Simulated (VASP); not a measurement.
Here is a VASP 6.6.1 calculation.

File INCAR:

```
ALGO = Normal ; EDIFF = 1E-6
ENCUT = 520 ; GGA = PS
ISIF = 2 ; ISMEAR = 0
LASPH = T ; LCHARG = F
LREAL = F ; LWAVE = F
NBANDS = 11 ; NELM = 80
PREC = Accurate ; SIGMA = 0.05
```

The input KPOINTS:

```
k-points
0
Gamma
  12 12 12
```

File POSCAR:

```
SiC
1.0
    0.0000000000      2.1783945700      2.1783945700
    2.1783945700      0.0000000000      2.1783945700
    2.1783945700      2.1783945700      0.0000000000
Si C
1 1
Direct
    0.0000000000      0.0000000000      0.0000000000
    0.7500000000      0.7500000000      0.7500000000
```

Potentials or basis: VASP PAW PBE potentials, release 64 (Si, C).

Command:

```console
$ cat potpaw_PBE.64/Si/POTCAR potpaw_PBE.64/C/POTCAR > POTCAR
$ mpirun -np 1 vasp_std > vasp.out
```

Question: What does it give for the pressure?

Answer: 0.4 GPa.

Question: Predict the band gap on the k mesh.

Answer: 1.23 eV, indirect (least direct gap 4.44 eV).

Caveat: the PAW data sets were made with another functional, which shifts forces and pressure a little.

**Experimental background.**

“Insight into the structural, elastic and electronic properties of a new orthorhombic 6O-SiC polytype”, 2020, pmc:7200658 quotes, for a bulk crystal of SiC: band gap 2.4 eV (indirect).

Against the measured gap of SiC, 2.4 eV (indirect; quoted in “Insight into the structural, elastic and electronic properties of a new orthorhombic 6O-SiC polytype”, 2020, pmc:7200658), the calculated 1.23 eV is off by -1.17 eV. The value is that of PBEsol on a finite k mesh, which can miss the band edges, without temperature or zero-point motion. Semilocal functionals fall short of measured gaps as a rule.
